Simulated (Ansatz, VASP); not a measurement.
CrO2 in VASP and in Ansatz

```
CELL_PARAMETERS angstrom
4.42100 0.00000 0.00000
0.00000 4.42100 0.00000
0.00000 0.00000 2.91700
ATOMIC_POSITIONS crystal
Cr 0.00000 0.00000 0.00000
Cr 0.50000 0.50000 0.53000
O 0.30100 0.30100 0.00000
O 0.19900 0.80100 0.50000
O 0.69900 0.69900 0.00000
O 0.80100 0.19900 0.50000
```

Alike in both runs: task single point; functional PBE; k mesh 4 × 4 × 6; occupations fermi-dirac, width 0.1 eV; collinear spin; Hubbard terms Cr d U = 2.9 eV, J = 0.9 eV.

```csv
,VASP,Ansatz
version,VASP 6.6.1,Ansatz 0.2.0
potentials or method,"VASP PAW PBE potentials, release 64 (Cr_pv, O), cutoff 520 eV","plane waves, PAW"
valence electrons in the cell,48,52
```

|  | VASP | Ansatz | Ansatz less VASP |
| --- | --- | --- | --- |
| gap on the k mesh at the Fermi level (eV) | none | none | - |
| rms of the force components (eV/Å) | 0.424 | 0.359 | -0.0652 |
| net moment per atom (μB) | 0.01 | 0.03 | +0.021 |
| size of the moment on the site where the two differ most (μB) | 1.75 | 1.34 | -0.403 |

Site moments also hang on the region over which each program counts them. The programs project onto different local orbitals, so the same U acts differently, and such runs can settle in different states. Atom by atom the forces differ by 0.117 eV/Å (rms over components). A gap of «none» marks a metal or a gap that the smearing closes. VASP's potentials hold 48 valence electrons a cell and Ansatz's 52, so a difference there can come from the potentials and not from the codes. Ansatz's warnings: filled band counts differ across k points.
